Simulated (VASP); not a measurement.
# Ru (P6_3/mmc) in VASP: a series of runs

Runs on Ru. Level: PBE. Tasks: single point.

Everything below comes from runs of VASP 6.6.1. Logs are shortened: lines on timing, memory, paths and dates and some standing lists are left out, and cuts for length are marked.

## (1) The cell of the first run

It takes space group P6_3/mmc (No. 194, hexagonal). Conventional cell: a = 2.453 Å, b = 2.453 Å, c = 4.649 Å, α = 90.00°, β = 90.00°, γ = 120.00°. Within 3.2 Å of Ru (site symmetry -6m2) lie 12 Ru at 2.45 to 2.72 Å.

## (2) Single point, PBE (12.11 Å³/atom)

Contents of INCAR:

```
SYSTEM = Ru
PREC = Accurate
ENCUT = 520
EDIFF = 1E-6
ISMEAR = 0
SIGMA = 0.15
LREAL = .FALSE.
LASPH = .TRUE.
NELM = 100
ALGO = Fast
ISIF = 2
LWAVE = .FALSE.
LCHARG = .FALSE.
GGA = PE
NBANDS = 21
```

Contents of KPOINTS:

```
Automatic mesh
0
G
  21 21 12
  0 0 0
```

Contents of POSCAR:

```
Ru
1.0
    2.4529145095      0.0000000000      0.0000000000
   -1.2264572548      2.1242862785      0.0000000000
    0.0000000000      0.0000000000      4.6485182869
Ru
2
Direct
    0.3333333333      0.6666666667      0.2500000000
    0.6666666667      0.3333333333      0.7500000000
```

Potentials or basis: VASP PAW PBE potentials, release 64 (Ru_pv).

Started as:

```sh
$ cat potpaw_PBE.64/Ru_pv/POTCAR > POTCAR
$ mpirun -np 1 vasp_std > vasp.out
```

OUTCAR:

```text
SYSTEM = Ru
   PREC = Accurate
   ENCUT = 520
   EDIFF = 1E-6
   ISMEAR = 0
   LREAL = .FALSE.
   LASPH = .TRUE.
   NELM = 100
   ISIF = 2
   GGA = PE

 ion  position               nearest neighbor table
   1  0.333  0.667  0.250-   2 2.72   2 2.72   2 2.72   2 2.72   2 2.72   2 2.72
   2  0.667  0.333  0.750-   1 2.72   1 2.72   1 2.72   1 2.72   1 2.72   1 2.72

  LATTYP: Found a hexagonal cell.
 ALAT       =     2.4529145095
 C/A-ratio  =     1.8951000000

  Lattice vectors:

 A1 = (   2.4529145095,   0.0000000000,   0.0000000000)
 A2 = (  -1.2264572548,   2.1242862785,   0.0000000000)
 A3 = (   0.0000000000,   0.0000000000,   4.6485182869)

Analysis of symmetry for initial positions (statically):
=====================================================================
 Subroutine PRICEL returns:
 Original cell was already a primitive cell.

 Routine SETGRP: Setting up the symmetry group for a
 hexagonal supercell.

 Subroutine GETGRP returns: Found 24 space group operations
 (whereof 12 operations were pure point group operations)
 out of a pool of 24 trial point group operations.

The static configuration has the point symmetry D_3d.
 The point group associated with its full space group is D_6h.

Analysis of symmetry for dynamics (positions and initial velocities):
=====================================================================
 Subroutine PRICEL returns:
 Original cell was already a primitive cell.

 Routine SETGRP: Setting up the symmetry group for a
 hexagonal supercell.

 Subroutine GETGRP returns: Found 24 space group operations
 (whereof 12 operations were pure point group operations)
 out of a pool of 24 trial point group operations.

The dynamic configuration has the point symmetry D_3d.
 The point group associated with its full space group is D_6h.

 Subroutine INISYM returns: Found 24 space group operations
 (whereof 12 operations are pure point group operations),
 and found     1 'primitive' translations

----------------------------------------------------------------------------------------

                                     Primitive cell

  volume of cell :      24.2220

  direct lattice vectors                    reciprocal lattice vectors
     2.452914509  0.000000000  0.000000000     0.407678293  0.235373172  0.000000000
    -1.226457255  2.124286279  0.000000000     0.000000000  0.470746344  0.000000000
     0.000000000  0.000000000  4.648518287     0.000000000  0.000000000  0.215122312

  length of vectors
     2.452914509  2.452914509  4.648518287     0.470746344  0.470746344  0.215122312

  position of ions in fractional coordinates (direct lattice)
     0.333333333  0.666666667  0.250000000
     0.666666667  0.333333333  0.750000000

  ion indices of the primitive-cell ions
   primitive index   ion index
                 1           1
                 2           2

----------------------------------------------------------------------------------------

 KPOINTS: Automatic mesh

Automatic generation of k-mesh.
 Grid dimensions read from file:
 generate k-points for:   21   21   12

 Generating k-lattice:

  Cartesian coordinates                     Fractional coordinates (reciprocal lattice)
     0.019413252  0.011208246  0.000000000     0.047619048 -0.000000000  0.000000000
     0.000000000  0.022416493  0.000000000     0.000000000  0.047619048  0.000000000
     0.000000000  0.000000000  0.017926859     0.000000000  0.000000000  0.083333333

  Length of vectors
     0.022416493  0.022416493  0.017926859

  Shift w.r.t. Gamma in fractional coordinates (k-lattice)
     0.000000000  0.000000000  0.000000000

 Subroutine IBZKPT returns following result:
 ===========================================

 Found    336 irreducible k-points:

 Following reciprocal coordinates:
            Coordinates               Weight
  0.000000  0.000000  0.000000      1.000000
  0.047619  0.000000  0.000000      6.000000
  0.095238  0.000000  0.000000      6.000000
  0.142857  0.000000  0.000000      6.000000
  0.190476  0.000000  0.000000      6.000000
  0.238095  0.000000  0.000000      6.000000
[... 16 lines left out ...]
  0.142857  0.095238  0.000000     12.000000
  0.190476  0.095238  0.000000     12.000000
 [... further k-points ...]
   k-points           NKPTS =    336   k-points in BZ     NKDIM =    336   number of bands    NBANDS=     21
   number of dos      NEDOS =    301   number of ions     NIONS =      2
   total plane-waves  NPLWV =  11664
   dimension x,y,z NGX =    18 NGY =   18 NGZ =   36
   dimension x,y,z NGXF=    36 NGYF=   36 NGZF=   72
   ions per type =               2
   NGX,Y,Z   is equivalent  to a cutoff of  12.20, 12.20, 12.87 a.u.
   NGXF,Y,Z  is equivalent  to a cutoff of  24.40, 24.40, 25.75 a.u.
 SYSTEM =  Ru
   PREC   = accura    normal or accurate (medium, high low for compatibility)
   ISTART =      0    job   : 0-new  1-cont  2-samecut
   ICHARG =      2    charge: 1-file 2-atom 10-const
   ISPIN  =      1    spin polarized calculation?
   LNONCOLLINEAR =      F non collinear calculations
   LSORBIT =      F    spin-orbit coupling
   LASPH  =      T    aspherical Exc in radial PAW
   ENCUT  =  520.0 eV  38.22 Ry    6.18 a.u.   4.56  4.56  8.64*2*pi/ulx,y,z
   NELM   =    100;   NELMIN=  2; NELMDL= -5     # of ELM steps
   EDIFF  = 0.1E-05   stopping-criterion for ELM
   LREAL  =      F    real-space projection
   EDIFFG = 0.1E-04   stopping-criterion for IOM
   NSW    =      0    number of steps for IOM
   IBRION =     -1    ionic relax: 0-MD 1-quasi-New 2-CG
   NFREE  =      0    steps in history (QN), initial steepest desc. (CG)
   ISIF   =      2    stress and relaxation
   ISYM   =      2    0-nonsym 1-usesym 2-fastsym
   POTIM  = 0.5000    time-step for ionic-motion
   TEBEG  =    0.0;   TEEND  =   0.0 temperature during run
   PSTRESS=    0.0 pullay stress
   NELECT =      28.0000    total number of electrons
   NUPDOWN=      -1.0000    fix difference up-down
   EMIN   =  10.00;   EMAX   =-10.00  energy-range for DOS
   EFERMI =   0.00;   METHOD = LEGACY
   ISMEAR =     0;   SIGMA  =   0.15  broadening in eV -4-tet -1-fermi 0-gaus
   EFERMI_NEDOS =   21; number of points for ismear=-14 and -15
   IALGO  =     68    algorithm
   IMIX   =      4    mixing-type and parameters
     AMIX     =   0.40;   BMIX     =  1.00
     AMIX_MAG =   1.60;   BMIX_MAG =  1.00
  volume/ion in A,a.u.               =      12.11        81.73
  Fermi-wavevector in a.u.,A,eV,Ry     =   1.718136  3.246806 40.164275  2.951991
  Thomas-Fermi vector in A             =   2.795005
   LORBIT       =      0    0 simple, 1 ext, 2 COOP (PROOUT), +10 PAW based schemes
   GGA     = PE    functional components
   LHFCALC =     F    Hartree Fock is set to
   AEXX    =    0.0000 exact exchange contribution
   IVDW    =     0    specifies the selected vdW correction
   LEPSILON=     F    determine dielectric tensor
   LRPA    =     F    only Hartree local field effects (RPA)
 non-spin polarized calculation
 RMM-DIIS sequential band-by-band and
 Gauss-broadening in eV      SIGMA  =   0.15
  energy-cutoff  :      520.00
  volume of cell :       24.22
 maximum number of plane-waves:       668
   NGX =  9   NGY =  9   NGZ = 17

 number of electron      27.9999999 magnetization

 Free energy of the ion-electron system (eV)
  ---------------------------------------------------
  ext. energy  EPLUGINS =         0.00000000
  ---------------------------------------------------
  free energy    TOTEN  =       -16.87799725 eV

  energy without entropy =      -16.85543993  energy(sigma->0) =      -16.86671859

 E-fermi :  15.0814     XC(G=0): -14.8102

 val. band max:       15.0755226019   @ k =   0.3333   0.2381   0.0833
 cond. band min:      15.0898964648   @ k =   0.1905   0.1429   0.3333
 fundamental gap:      0.0143738629
 Fermi energy:        15.0813629015

 k-point     1 :       0.0000    0.0000    0.0000
  band No.  band energies     occupation
      1     -28.7578      2.00000
      2     -27.7070      2.00000
      3     -27.3660      2.00000
      4     -27.3660      2.00000
      5     -27.2819      2.00000
      6     -27.2819      2.00000
[... 13 lines left out ...]
     20      25.4847      0.00000
     21      25.4854      0.00000

 k-point     2 :       0.0476    0.0000    0.0000
  band No.  band energies     occupation
      1     -28.7463      2.00000
      2     -27.7059      2.00000
      3     -27.4096      2.00000
      4     -27.3771      2.00000
      5     -27.3260      2.00000
      6     -27.2904      2.00000
[... 13 lines left out ...]
     20      25.4847      0.00000
     21      25.4854      0.00000

 k-point     3 :       0.0952    0.0000    0.0000
  band No.  band energies     occupation
      1     -28.7126      2.00000
      2     -27.7030      2.00000
      3     -27.5361      2.00000
      4     -27.4531      2.00000
      5     -27.4090      2.00000
      6     -27.3153      2.00000
[... 13 lines left out ...]
     20      25.4847      0.00000
     21      25.4854      0.00000

 k-point     4 :       0.1429    0.0000    0.0000
  band No.  band energies     occupation
      1     -28.6585      2.00000
      2     -27.7324      2.00000
      3     -27.6995      2.00000
      4     -27.6487      2.00000
      5     -27.4584      2.00000
      6     -27.3547      2.00000
[... 13 lines left out ...]
     20      25.4847      0.00000
     21      25.4853      0.00000

 k-point     5 :       0.1905    0.0000    0.0000
  band No.  band energies     occupation
      1     -28.5873      2.00000
      2     -27.9792      2.00000
      3     -27.8918      2.00000
      4     -27.6970      2.00000
      5     -27.5201      2.00000
      6     -27.4050      2.00000
[... 13 lines left out ...]
     20      25.4846      0.00000
     21      25.4852      0.00000
[... 382 lines left out ...]
     20      26.1910      0.00000
     21      27.8986      0.00000

 k-point    22 :       0.0952    0.0952    0.0000
  band No.  band energies     occupation
      1     -28.6273      2.00000
      2     -27.8169      2.00000
      3     -27.7664      2.00000
      4     -27.6980      2.00000
      5     -27.4827      2.00000
      6     -27.3975      2.00000
[... 13 lines left out ...]
     20      25.4846      0.00000
     21      25.4853      0.00000

 k-point    23 :       0.1429    0.0952    0.0000
  band No.  band energies     occupation
      1     -28.5580      2.00000
      2     -28.0339      2.00000
      3     -27.9877      2.00000
      4     -27.6967      2.00000
      5     -27.5534      2.00000
      6     -27.4613      2.00000
[... 13 lines left out ...]
     20      25.4846      0.00000
     21      25.4852      0.00000

 k-point    24 :       0.1905    0.0952    0.0000
  band No.  band energies     occupation
      1     -28.4761      2.00000
      2     -28.2817      2.00000
      3     -28.2223      2.00000
      4     -27.6987      2.00000
      5     -27.6362      2.00000
      6     -27.5306      2.00000
[... 13 lines left out ...]
     20      25.4846      0.00000
     21      25.4852      0.00000

 [... further k-points ...]
[... 5 lines left out ...]
  --------------------------------------------------------------------------------------
  -------------------------------------------------------------------------------------
  Total       16.2208831     16.2208831     -1.0890294     -0.0000000      0.0000000      0.0000000
  in kB     1072.9391098   1072.9391097    -72.0344412     -0.0000000      0.0000000      0.0000000
  external PRESSURE =     691.2812594 kB  Pullay stress =       0.0000000 kB

 VOLUME and BASIS-vectors are now :
 -----------------------------------------------------------------------------
  energy-cutoff  :      520.00
  volume of cell :       24.22
      direct lattice vectors                 reciprocal lattice vectors
     2.452914509  0.000000000  0.000000000     0.407678293  0.235373172  0.000000000
    -1.226457255  2.124286279  0.000000000     0.000000000  0.470746344  0.000000000
     0.000000000  0.000000000  4.648518287     0.000000000  0.000000000  0.215122312

 POSITION                                       TOTAL-FORCE (eV/Angst)
 -----------------------------------------------------------------------------------
     -0.00000      1.41619      1.16213        -0.000000      0.000000      0.000000
      1.22646      0.70810      3.48639         0.000000      0.000000      0.000000
 -----------------------------------------------------------------------------------
    total drift:                               -0.000000      0.000000     -0.000000

  FREE ENERGIE OF THE ION-ELECTRON SYSTEM (eV)
  ---------------------------------------------------
  free  energy   TOTEN  =       -16.8779972547 eV

  energy  without entropy=      -16.8554399252  energy(sigma->0) =      -16.86671859
```

Run time: 66 s. Hardware: 1 thread of Intel Xeon 6975P-C (Granite Rapids), shared host; peak memory 0.22 GiB.

What came out:

| Property | Result |
| --- | --- |
| Free energy | -16.8780 eV |
| Pressure | 69.1 GPa |
| Band gap on the k mesh | zero (bands 14 and 15 overlap by 2.91 eV) |

Caveat: the cell stands under pressure.

[end of part 1 of 2]
